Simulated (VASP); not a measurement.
A run of VASP 6.6.1:

The input INCAR:

```
ALGO = Normal
EDIFF = 1E-6
ENCUT = 520
GGA = PS
ISIF = 2
ISMEAR = 0
LASPH = True
LCHARG = True
LELF = True
LREAL = Auto
LVHAR = True
LWAVE = False
NBANDS = 82
NELM = 80
PREC = Accurate
SIGMA = 0.1
```

The input KPOINTS:

```
k-points
0
Gamma
  12 8 2
```

File POSCAR:

```
AlRu
1.0
    2.9764078238      0.0000000000      0.0000000000
    0.0000000000      4.2092763115      0.0000000000
    0.0000000000      0.0000000000     17.2206702245
Al Ru
8 8
Direct
    0.0000000000      0.0000000000      0.0077641015
    0.0000000000      0.5000000000      0.1273860570
    0.0000000000      0.0000000000      0.2476139430
    0.0000000000      0.5000000000      0.3672358985
    0.5000000000      0.5000000000      0.5077641015
    0.5000000000      0.5000000000      0.7476139430
    0.5000000000      0.0000000000      0.6273860570
    0.5000000000      0.0000000000      0.8672358985
    0.5000000000      0.5000000000      0.2491562041
    0.5000000000      0.0000000000      0.1258437959
    0.5000000000      1.0000000000      0.3756844790
    0.0000000000      0.0000000000      0.4993155210
    0.0000000000      0.5000000000      0.6258437959
    0.0000000000      0.0000000000      0.7491562041
    0.0000000000      0.5000000000      0.8756844790
    0.5000000000      0.5000000000     -0.0006844790
```

Potentials or basis: VASP PAW PBE potentials, release 64 (Al, Ru_pv).

Command:

```bash
$ cat potpaw_PBE.64/Al/POTCAR potpaw_PBE.64/Ru_pv/POTCAR > POTCAR
$ mpirun -np 1 vasp_std > vasp.out
```

Hardware: 1 thread of Intel(R) Xeon(R) 6975P-C (Granite Rapids), on a shared host.

Task: How long does it take, and how much memory?

Result: Wall time 13 min on 1 thread of Intel(R) Xeon(R) 6975P-C (Granite Rapids), with other jobs on the host, peak memory 0.79 GiB. Counts: scf iterations 16, k points 70.
